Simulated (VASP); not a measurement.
Wanted: the native input for a VASP 6.6.1 run.

- Task: relaxation of cell and atoms
- Functional: PBE
- Potentials or basis: VASP PAW PBE potentials, release 64 (Tm_3, I), 4f in core
- Cutoff: 500 eV
- k mesh: 4 × 4 × 4
- Occupations: gaussian, width 0.2 eV
- Spin: no spin polarisation
- Dipole correction: no
- Further INCAR settings: ALGO = Normal; EDIFF = 1e-07; IBRION = 2; EDIFFG = -0.08; NSW = 36; ISIF = 3

The structure of TmI4 lies in POSCAR:

```
TmI4
1.0
   -2.7820970000      2.7820970000      6.7359329600
    2.7820970000     -2.7820970000      6.7359329600
    2.7820970000      2.7820970000     -6.7359329600
Tm I
1 4
Direct
    0.0000000000      0.0000000000      0.0000000000
    0.3800000000      0.3800000000      0.0000000000
    0.6200000000      0.6200000000      0.0000000000
    0.7500000000      0.2500000000      0.5000000000
    0.2500000000      0.7500000000      0.5000000000
```

The cell was generated, and may not be a known phase.

The input as run:

INCAR

```
SYSTEM = TmI4
PREC = Accurate ; ENCUT = 500
EDIFF = 1E-7 ; ISMEAR = 0
SIGMA = 0.2 ; LREAL = .FALSE.
LASPH = .TRUE. ; NELM = 200
ALGO = Normal ; ISIF = 3
LWAVE = .FALSE. ; LCHARG = .FALSE.
GGA = PE ; IBRION = 2
NSW = 36 ; EDIFFG = -0.08
GGA_COMPAT = .FALSE. ; NELMIN = 4
LMAXMIX = 6
```

KPOINTS

```
regular mesh
0
G
  4 4 4
  0 0 0
```

Potentials or basis: VASP PAW PBE potentials, release 64 (Tm_3, I), 4f in core.

Launch:

```bash
$ cat potpaw_PBE.64/Tm_3/POTCAR potpaw_PBE.64/I/POTCAR > POTCAR
$ mpirun -np 1 vasp_std > vasp.out
```

Results of the run:

```yaml
Relaxed_volume: 46.08 Å³/atom
Relaxed_cell: a = 7.908 Å, b = 7.908 Å, c = 7.908 Å, α = 136.62°, β = 136.62°, γ = 63.03°
Space_group_after_relaxing_to_0.1_Å: I4/mmm (No. 139)
Energy_gained_by_relaxing: 81.8 meV/atom
Ionic_steps: 4
Pressure_after_relaxing: -0.2 GPa
Largest_force_after_relaxing: 0.031 eV/Å
Band_gap_on_the_k_mesh: zero (an odd number of electrons rules out a gap without spin polarisation)
```

Caveat: spin-orbit coupling is left out, which moves the levels of the heavy elements; the 4f electrons are frozen in the core, so they carry no moment and show no levels; an odd number of electrons without spin polarisation forces a metal; a magnetic or distorted state may lie lower; the run has no spin polarisation, though such a crystal can be magnetic.

Wall time 4.8 min on 1 thread of AMD EPYC 9R45 96-Core Processor (Zen 5) (shared host), peak memory 0.51 GiB.
